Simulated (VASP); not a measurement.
# Sn (Fm-3m) in VASP: settings compared

Sn is run at these levels: PBE, r2SCAN; tasks: single point.

Program: VASP 6.6.1. These are calculated values, not measurements. Logs are shortened: lines on timing, memory, paths and dates and some standing lists are left out, and cuts for length are marked.

## (1) The cell of the first run

It takes space group Fm-3m (No. 225, cubic). The conventional cell has a = 4.786 Å, b = 4.786 Å, c = 4.786 Å, α = 90.00°, β = 90.00°, γ = 90.00°. Sn (site symmetry m-3m) has 12 Sn at 3.38 Å within 4.4 Å.

This isn't the form of Sn at room conditions, which is tetragonal (white tin).

## (2) Single point, PBE (27.40 Å³/atom)

INCAR reads:

```
SYSTEM = Sn
PREC = Accurate
ENCUT = 500
EDIFF = 1E-6
ISMEAR = 0
SIGMA = 0.05
LREAL = .False.
LASPH = .True.
NELM = 120
ALGO = Normal
ISIF = 2
LWAVE = .False.
LCHARG = .False.
GGA = PE
NBANDS = 13
GGA_COMPAT = .False.
```

KPOINTS reads:

```
Automatic mesh
0
Gamma
  8 8 8
  0 0 0
```

POSCAR reads:

```
Sn
1.0
    0.0000000000      2.3929413270      2.3929413270
    2.3929413270      0.0000000000      2.3929413270
    2.3929413270      2.3929413270      0.0000000000
Sn
1
Direct
    0.0000000000      0.0000000000      0.0000000000
```

Potentials or basis: VASP PAW PBE potentials, release 64 (Sn_d).

The run is started by

```bash
$ cat potpaw_PBE.64/Sn_d/POTCAR > POTCAR
$ mpirun -np 1 vasp_std > vasp.out
```

OUTCAR:

```text
SYSTEM = Sn
   PREC = Accurate
   ENCUT = 500
   EDIFF = 1E-6
   ISMEAR = 0
   LREAL = .False.
   LASPH = .True.
   NELM = 120
   ISIF = 2
   GGA = PE

 ion  position               nearest neighbor table
   1  0.000  0.000  0.000-

  LATTYP: Found a face centered cubic cell.
 ALAT       =     4.7858826540

  Lattice vectors:

 A1 = (   0.0000000000,   2.3929413270,   2.3929413270)
 A2 = (   2.3929413270,   0.0000000000,   2.3929413270)
 A3 = (   2.3929413270,   2.3929413270,   0.0000000000)

Analysis of symmetry for initial positions (statically):
=====================================================================
 Subroutine PRICEL returns:
 Original cell was already a primitive cell.

 Routine SETGRP: Setting up the symmetry group for a
 face centered cubic supercell.

 Subroutine GETGRP returns: Found 48 space group operations
 (whereof 48 operations were pure point group operations)
 out of a pool of 48 trial point group operations.

The static configuration has the point symmetry O_h .

Analysis of symmetry for dynamics (positions and initial velocities):
=====================================================================
 Subroutine PRICEL returns:
 Original cell was already a primitive cell.

 Routine SETGRP: Setting up the symmetry group for a
 face centered cubic supercell.

 Subroutine GETGRP returns: Found 48 space group operations
 (whereof 48 operations were pure point group operations)
 out of a pool of 48 trial point group operations.

The dynamic configuration has the point symmetry O_h .

 Subroutine INISYM returns: Found 48 space group operations
 (whereof 48 operations are pure point group operations),
 and found     1 'primitive' translations

----------------------------------------------------------------------------------------

                                     Primitive cell

  volume of cell :      27.4048

  direct lattice vectors                    reciprocal lattice vectors
     0.000000000  2.392941327  2.392941327    -0.208947873  0.208947873  0.208947873
     2.392941327  0.000000000  2.392941327     0.208947873 -0.208947873  0.208947873
     2.392941327  2.392941327  0.000000000     0.208947873  0.208947873 -0.208947873

  length of vectors
     3.384130079  3.384130079  3.384130079     0.361908332  0.361908332  0.361908332

  position of ions in fractional coordinates (direct lattice)
     0.000000000  0.000000000  0.000000000

  ion indices of the primitive-cell ions
   primitive index   ion index
                 1           1

----------------------------------------------------------------------------------------

 KPOINTS: Automatic mesh

Automatic generation of k-mesh.
 Grid dimensions read from file:
 generate k-points for:    8    8    8

 Generating k-lattice:

  Cartesian coordinates                     Fractional coordinates (reciprocal lattice)
    -0.026118484  0.026118484  0.026118484     0.125000000  0.000000000  0.000000000
     0.026118484 -0.026118484  0.026118484     0.000000000  0.125000000  0.000000000
     0.026118484  0.026118484 -0.026118484     0.000000000  0.000000000  0.125000000

  Length of vectors
     0.045238541  0.045238541  0.045238541

  Shift w.r.t. Gamma in fractional coordinates (k-lattice)
     0.000000000  0.000000000  0.000000000

 Subroutine IBZKPT returns following result:
 ===========================================

 Found     29 irreducible k-points:

 Following reciprocal coordinates:
            Coordinates               Weight
  0.000000  0.000000  0.000000      1.000000
  0.125000  0.000000  0.000000      8.000000
  0.250000  0.000000  0.000000      8.000000
  0.375000  0.000000  0.000000      8.000000
  0.500000  0.000000  0.000000      4.000000
  0.125000  0.125000  0.000000      6.000000
[... 16 lines left out ...]
  0.500000  0.250000  0.125000     48.000000
 -0.375000  0.250000  0.125000     24.000000
 [... further k-points ...]
   k-points           NKPTS =     29   k-points in BZ     NKDIM =     29   number of bands    NBANDS=     13
   number of dos      NEDOS =    301   number of ions     NIONS =      1
   total plane-waves  NPLWV =  21952
   dimension x,y,z NGX =    28 NGY =   28 NGZ =   28
   dimension x,y,z NGXF=    56 NGYF=   56 NGZF=   56
   ions per type =               1
   NGX,Y,Z   is equivalent  to a cutoff of  13.76, 13.76, 13.76 a.u.
   NGXF,Y,Z  is equivalent  to a cutoff of  27.51, 27.51, 27.51 a.u.
 SYSTEM =  Sn
   PREC   = accura    normal or accurate (medium, high low for compatibility)
   ISTART =      0    job   : 0-new  1-cont  2-samecut
   ICHARG =      2    charge: 1-file 2-atom 10-const
   ISPIN  =      1    spin polarized calculation?
   LNONCOLLINEAR =      F non collinear calculations
   LSORBIT =      F    spin-orbit coupling
   LASPH  =      T    aspherical Exc in radial PAW
   ENCUT  =  500.0 eV  36.75 Ry    6.06 a.u.   6.17  6.17  6.17*2*pi/ulx,y,z
   NELM   =    120;   NELMIN=  2; NELMDL= -5     # of ELM steps
   EDIFF  = 0.1E-05   stopping-criterion for ELM
   LREAL  =      F    real-space projection
   EDIFFG = 0.1E-04   stopping-criterion for IOM
   NSW    =      0    number of steps for IOM
   IBRION =     -1    ionic relax: 0-MD 1-quasi-New 2-CG
   NFREE  =      0    steps in history (QN), initial steepest desc. (CG)
   ISIF   =      2    stress and relaxation
   ISYM   =      2    0-nonsym 1-usesym 2-fastsym
   POTIM  = 0.5000    time-step for ionic-motion
   TEBEG  =    0.0;   TEEND  =   0.0 temperature during run
   PSTRESS=    0.0 pullay stress
   NELECT =      14.0000    total number of electrons
   NUPDOWN=      -1.0000    fix difference up-down
   EMIN   =  10.00;   EMAX   =-10.00  energy-range for DOS
   EFERMI =   0.00;   METHOD = LEGACY
   ISMEAR =     0;   SIGMA  =   0.05  broadening in eV -4-tet -1-fermi 0-gaus
   EFERMI_NEDOS =   21; number of points for ismear=-14 and -15
   IALGO  =     38    algorithm
   IMIX   =      4    mixing-type and parameters
     AMIX     =   0.40;   BMIX     =  1.00
     AMIX_MAG =   1.60;   BMIX_MAG =  1.00
  volume/ion in A,a.u.               =      27.40       184.94
  Fermi-wavevector in a.u.,A,eV,Ry     =   1.308706  2.473096 23.302857  1.712712
  Thomas-Fermi vector in A             =   2.439355
   LORBIT       =      0    0 simple, 1 ext, 2 COOP (PROOUT), +10 PAW based schemes
   GGA     = PE    functional components
   LHFCALC =     F    Hartree Fock is set to
   AEXX    =    0.0000 exact exchange contribution
   IVDW    =     0    specifies the selected vdW correction
   LEPSILON=     F    determine dielectric tensor
   LRPA    =     F    only Hartree local field effects (RPA)
 non-spin polarized calculation
 Gauss-broadening in eV      SIGMA  =   0.05
  energy-cutoff  :      500.00
  volume of cell :       27.40
 maximum number of plane-waves:       725
 NGX is ok and might be reduce to    28
   NGX = 13   NGY = 13   NGZ = 13

 number of electron      14.0000003 magnetization

 Free energy of the ion-electron system (eV)
  ---------------------------------------------------
  ext. energy  EPLUGINS =         0.00000000
  ---------------------------------------------------
  free energy    TOTEN  =        -3.79013037 eV

  energy without entropy =       -3.78803443  energy(sigma->0) =       -3.78908240

 E-fermi :   8.0845     XC(G=0): -10.3254

 val. band max:        8.0705795839   @ k =  -0.3750   0.2500   0.0000
 cond. band min:       8.1114869916   @ k =  -0.2500   0.2500   0.0000
 fundamental gap:      0.0409074078
 Fermi energy:         8.0845495318

 k-point     1 :       0.0000    0.0000    0.0000
  band No.  band energies     occupation
      1     -13.5166      2.00000
      2     -13.5166      2.00000
      3     -13.5166      2.00000
      4     -13.4409      2.00000
      5     -13.4409      2.00000
      6      -3.0354      2.00000
      7      15.6782      0.00000
      8      15.6782      0.00000
      9      15.6782      0.00000
     10      18.6379      0.00000
     11      19.8268      0.00000
     12      19.8268      0.00000
     13      19.8268      0.00000

 k-point     2 :       0.1250    0.0000    0.0000
  band No.  band energies     occupation
      1     -13.5156      2.00000
      2     -13.5055      2.00000
      3     -13.5055      2.00000
      4     -13.4402      2.00000
      5     -13.4402      2.00000
      6      -2.7156      2.00000
      7      12.9419      0.00000
      8      15.2350      0.00000
      9      15.2350      0.00000
     10      17.8765      0.00000
     11      20.5911      0.00000
     12      20.5911      0.00000
     13      21.7853      0.00000

 k-point     3 :       0.2500    0.0000    0.0000
  band No.  band energies     occupation
      1     -13.5145      2.00000
      2     -13.4967      2.00000
      3     -13.4967      2.00000
      4     -13.4202      2.00000
      5     -13.4202      2.00000
      6      -1.7566      2.00000
      7       9.0116      0.00000
      8      14.4978      0.00000
      9      14.4978      0.00000
     10      17.5876      0.00000
     11      20.1404      0.00000
     12      20.1404      0.00000
     13      20.4248      0.00000
[... 305 lines left out ...]
 k-point    23 :       0.5000    0.2500    0.1250
  band No.  band energies     occupation
      1     -13.5178      2.00000
      2     -13.4988      2.00000
      3     -13.4549      2.00000
      4     -13.4108      2.00000
      5     -13.3777      2.00000
      6       0.6286      2.00000
      7       6.3239      2.00000
      8       9.5376      0.00000
      9      11.7544      0.00000
     10      17.0170      0.00000
     11      19.2266      0.00000
     12      20.8914      0.00000
     13      23.9041      0.00000

 k-point    24 :      -0.3750    0.2500    0.1250
  band No.  band energies     occupation
      1     -13.5145      2.00000
      2     -13.4978      2.00000
      3     -13.4466      2.00000
      4     -13.4131      2.00000
      5     -13.3696      2.00000
      6       2.0126      2.00000
      7       4.3448      2.00000
      8       9.5447      0.00000
      9      11.1225      0.00000
     10      16.9317      0.00000
     11      19.0391      0.00000
     12      23.7512      0.00000
     13      24.0509      0.00000

 [... further k-points ...]

------------------------ aborting loop because EDIFF is reached ----------------------------------------

  FORCE on cell =-STRESS in cart. coord.  units (eV):
  Direction    XX          YY          ZZ          XY          YZ          ZX
  --------------------------------------------------------------------------------------
  -------------------------------------------------------------------------------------
  Total        0.2123681      0.2123681      0.2123681     -0.0000000     -0.0000000     -0.0000000
  in kB       12.4157700     12.4157700     12.4157700     -0.0000000     -0.0000000     -0.0000000
  external PRESSURE =      12.4157700 kB  Pullay stress =       0.0000000 kB

 VOLUME and BASIS-vectors are now :
 -----------------------------------------------------------------------------
  energy-cutoff  :      500.00
  volume of cell :       27.40
      direct lattice vectors                 reciprocal lattice vectors
     0.000000000  2.392941327  2.392941327    -0.208947873  0.208947873  0.208947873
     2.392941327  0.000000000  2.392941327     0.208947873 -0.208947873  0.208947873
     2.392941327  2.392941327  0.000000000     0.208947873  0.208947873 -0.208947873

 POSITION                                       TOTAL-FORCE (eV/Angst)
 -----------------------------------------------------------------------------------
      0.00000      0.00000      0.00000        -0.000000      0.000000     -0.000000
 -----------------------------------------------------------------------------------
    total drift:                               -0.000000     -0.000000     -0.000000

  FREE ENERGIE OF THE ION-ELECTRON SYSTEM (eV)
  ---------------------------------------------------
  free  energy   TOTEN  =        -3.7901303695 eV

  energy  without entropy=       -3.7880344304  energy(sigma->0) =       -3.78908240
```

Wall time 5.2 s (1 thread of Intel Xeon 6975P-C (Granite Rapids), shared host); peak memory 0.15 GiB.

What came out:

| Quantity | Value |
| --- | --- |
| Free energy | -3.7901 eV |
| Pressure | 1.2 GPa |
| Band gap on the k mesh | zero (bands 7 and 8 overlap by 9.37 eV) |

Levels at points of the mesh, in eV from the Fermi level:
```
           k point  band 4  band 5  band 6  band 7  band 8  band 9  band 10  band 11
(0.00, 0.00, 0.00)  -21.53  -21.53  -11.12    7.59    7.59    7.59    10.55    11.74
(0.50, 0.00, 0.00)  -21.45  -21.45   -6.82   -4.64    5.70    5.70     9.93    10.11
(0.50, 0.50, 0.00)  -21.43  -21.43   -4.94   -3.64    2.01    2.01     5.33     5.71
```

Caveat: spin-orbit coupling is left out, which moves the levels of the heavy elements.

## (3) Single point, PBE (28.08 Å³/atom)

This run uses another cell than the first one, of 28.08 Å³/atom.

INCAR reads:

```
SYSTEM = Sn
PREC = Accurate ; ENCUT = 500
EDIFF = 1E-6 ; ISMEAR = 0
SIGMA = 0.05 ; LREAL = .FALSE.
LASPH = .TRUE. ; NELM = 120
ALGO = Normal ; ISIF = 2
LWAVE = .FALSE. ; LCHARG = .FALSE.
GGA = PE ; NBANDS = 13
GGA_COMPAT = .FALSE.
```

KPOINTS reads:

```
regular mesh
0
G
  8 8 8
  0 0 0
```

POSCAR reads:

```
Sn
1.0
    0.0000000000      2.4124845670      2.4124845670
    2.4124845670      0.0000000000      2.4124845670
    2.4124845670      2.4124845670      0.0000000000
Sn
1
Direct
    0.0000000000      0.0000000000      0.0000000000
```

Potentials or basis: VASP PAW PBE potentials, release 64 (Sn_d).

The run is started by

```bash
$ cat potpaw_PBE.64/Sn_d/POTCAR > POTCAR
$ mpirun -np 1 vasp_std > vasp.out
```

OUTCAR:

```text
SYSTEM = Sn
   PREC = Accurate
   ENCUT = 500
   EDIFF = 1E-6
   ISMEAR = 0
   LREAL = .FALSE.
   LASPH = .TRUE.
   NELM = 120
   ISIF = 2
   GGA = PE

 ion  position               nearest neighbor table
   1  0.000  0.000  0.000-

  LATTYP: Found a face centered cubic cell.
 ALAT       =     4.8249691340

  Lattice vectors:

 A1 = (   0.0000000000,   2.4124845670,   2.4124845670)
 A2 = (   2.4124845670,   0.0000000000,   2.4124845670)
 A3 = (   2.4124845670,   2.4124845670,   0.0000000000)

Analysis of symmetry for initial positions (statically):
=====================================================================
 Subroutine PRICEL returns:
 Original cell was already a primitive cell.

 Routine SETGRP: Setting up the symmetry group for a
 face centered cubic supercell.

 Subroutine GETGRP returns: Found 48 space group operations
 (whereof 48 operations were pure point group operations)
 out of a pool of 48 trial point group operations.

The static configuration has the point symmetry O_h .

Analysis of symmetry for dynamics (positions and initial velocities):
=====================================================================
 Subroutine PRICEL returns:
 Original cell was already a primitive cell.

 Routine SETGRP: Setting up the symmetry group for a
 face centered cubic supercell.

 Subroutine GETGRP returns: Found 48 space group operations
 (whereof 48 operations were pure point group operations)
 out of a pool of 48 trial point group operations.

The dynamic configuration has the point symmetry O_h .

 Subroutine INISYM returns: Found 48 space group operations
 (whereof 48 operations are pure point group operations),
 and found     1 'primitive' translations

----------------------------------------------------------------------------------------

                                     Primitive cell

  volume of cell :      28.0817

  direct lattice vectors                    reciprocal lattice vectors
[... 113 lines left out ...]
   IVDW    =     0    specifies the selected vdW correction
   LEPSILON=     F    determine dielectric tensor
   LRPA    =     F    only Hartree local field effects (RPA)
 non-spin polarized calculation
 Gauss-broadening in eV      SIGMA  =   0.05
  energy-cutoff  :      500.00
  volume of cell :       28.08
 maximum number of plane-waves:       725
 NGX is ok and might be reduce to    28
   NGX = 13   NGY = 13   NGZ = 13

 number of electron      13.9999998 magnetization

 Free energy of the ion-electron system (eV)
  ---------------------------------------------------
  ext. energy  EPLUGINS =         0.00000000
  ---------------------------------------------------
  free energy    TOTEN  =        -3.79267960 eV

  energy without entropy =       -3.79104117  energy(sigma->0) =       -3.79186039

 E-fermi :   7.7950     XC(G=0): -10.2122

 val. band max:        7.7782705887   @ k =  -0.3750   0.2500   0.0000
 cond. band min:       7.8410821635   @ k =  -0.2500   0.2500   0.0000
 fundamental gap:      0.0628115749
 Fermi energy:         7.7950155896

 k-point     1 :       0.0000    0.0000    0.0000
  band No.  band energies     occupation
      1     -13.7989      2.00000
      2     -13.7989      2.00000
      3     -13.7989      2.00000
      4     -13.7291      2.00000
      5     -13.7291      2.00000
      6      -3.1518      2.00000
      7      15.1870      0.00000
      8      15.1870      0.00000
      9      15.1870      0.00000
     10      18.3189      0.00000
     11      19.3870      0.00000
     12      19.3870      0.00000
     13      19.3870      0.00000
[... 354 lines left out ...]
  band No.  band energies     occupation
      1     -13.7965      2.00000
      2     -13.7807      2.00000
      3     -13.7339      2.00000
      4     -13.7027      2.00000
      5     -13.6628      2.00000
      6       1.7386      2.00000
      7       4.1607      2.00000
      8       9.2071      0.00000
      9      10.7909      0.00000
     10      16.5366      0.00000
     11      18.5917      0.00000
     12      23.1851      0.00000
     13      23.5267      0.00000

 [... further k-points ...]

------------------------ aborting loop because EDIFF is reached ----------------------------------------

  FORCE on cell =-STRESS in cart. coord.  units (eV):
  Direction    XX          YY          ZZ          XY          YZ          ZX
  --------------------------------------------------------------------------------------
  -------------------------------------------------------------------------------------
  Total        0.0073334      0.0073334      0.0073334     -0.0000000     -0.0000000      0.0000000
  in kB        0.4184018      0.4184018      0.4184018     -0.0000000     -0.0000000      0.0000000
  external PRESSURE =       0.4184018 kB  Pullay stress =       0.0000000 kB

 VOLUME and BASIS-vectors are now :
 -----------------------------------------------------------------------------
  energy-cutoff  :      500.00
  volume of cell :       28.08
      direct lattice vectors                 reciprocal lattice vectors
     0.000000000  2.412484567  2.412484567    -0.207255212  0.207255212  0.207255212
     2.412484567  0.000000000  2.412484567     0.207255212 -0.207255212  0.207255212
     2.412484567  2.412484567  0.000000000     0.207255212  0.207255212 -0.207255212

 POSITION                                       TOTAL-FORCE (eV/Angst)
 -----------------------------------------------------------------------------------
      0.00000      0.00000      0.00000        -0.000000      0.000000     -0.000000
 -----------------------------------------------------------------------------------
    total drift:                               -0.000000     -0.000000     -0.000000

  FREE ENERGIE OF THE ION-ELECTRON SYSTEM (eV)
  ---------------------------------------------------
  free  energy   TOTEN  =        -3.7926795997 eV

  energy  without entropy=       -3.7910411719  energy(sigma->0) =       -3.79186039
```

OSZICAR:

```text
N       E                     dE             d eps       ncg     rms          rms(c)
DAV:   1     0.819250849524E+02    0.81925E+02   -0.70894E+03   774   0.156E+03
DAV:   2     0.207966056718E+01   -0.79845E+02   -0.76956E+02   784   0.342E+02
DAV:   3    -0.368436595768E+01   -0.57640E+01   -0.57377E+01   894   0.757E+01
DAV:   4    -0.380022687102E+01   -0.11586E+00   -0.11584E+00   929   0.112E+01
DAV:   5    -0.380400591908E+01   -0.37790E-02   -0.37789E-02   970   0.202E+00    0.122E+00
DAV:   6    -0.379561452318E+01    0.83914E-02   -0.91418E-03  1003   0.159E+00    0.676E-01
DAV:   7    -0.379278880120E+01    0.28257E-02   -0.60157E-03   974   0.125E+00    0.877E-02
DAV:   8    -0.379268077347E+01    0.10803E-03   -0.64432E-04   944   0.428E-01    0.226E-02
DAV:   9    -0.379268018137E+01    0.59210E-06   -0.10548E-05   935   0.368E-02    0.184E-02
DAV:  10    -0.379267959973E+01    0.58165E-06   -0.71440E-06   959   0.445E-02
   1 F= -.37926796E+01 E0= -.37918604E+01  d E =-.163843E-02
```

Wall time 5.3 s (1 thread of Intel Xeon 6975P-C (Granite Rapids), shared host); peak memory 0.15 GiB.

Results:

```yaml
Free_energy: -3.7927 eV
Pressure: 0.0 GPa
Band_gap_on_the_k_mesh: zero (bands 7 and 8 overlap by 9.11 eV)
```

Caveat: spin-orbit coupling is left out, which moves the levels of the heavy elements.

[end of part 1 of 2]
